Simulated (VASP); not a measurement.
Sr3B:

```
CELL_PARAMETERS angstrom
0.00000 4.30904 4.30904
4.30904 0.00000 4.30904
4.30904 4.30904 0.00000
ATOMIC_POSITIONS crystal
Sr 0.50000 0.50000 0.50000
Sr 0.25000 0.25000 0.25000
Sr 0.75000 0.75000 0.75000
B 0.00000 0.00000 0.00000
```

The cell was built from a structure type or drawn by symmetry, and may not be a known phase.

| Item | Value |
| --- | --- |
| Program | VASP 6.6.1 |
| Task | relaxation of cell and atoms |
| Functional | PBE |
| Potentials or basis | VASP PAW PBE potentials, release 64 (Sr_sv, B_h) |
| Cutoff | 910 eV |
| k mesh | 4 × 4 × 4 |
| Occupations | gaussian, width 0.1 eV |
| Spin | no spin polarisation |

At the start: pressure -2.1 GPa; volume 40.00 Å³/atom.

Q: Where does the relaxation end?

A: Over 4 steps the energy falls by 48.9 meV/atom and the volume is 33.08 Å³/atom (-17.3 %); space group Fm-3m (No. 225, to 0.1 Å) before and after.

The path:
```csv
step,energy change (eV),largest force (eV/Å),pressure (GPa),volume (Å³)
1,0.0000,0.0000,-2.06,160.02
2,-0.1251,0.0000,-1.35,148.38
3,-0.1921,0.0000,-0.35,136.02
4,-0.1958,0.0000,0.04,132.32
```

Final structure:
```
Sr B
1.0
     0.00000    4.04446    4.04446
     4.04446    0.00000    4.04446
     4.04446    4.04446    0.00000
Sr B
3 1
Direct
  0.50000 0.50000 0.50000
  0.25000 0.25000 0.25000
  0.75000 0.75000 0.75000
  0.00000 0.00000 0.00000
```

Caveat: the volume moved by over 15 % at a fixed basis, so the end points are rough.
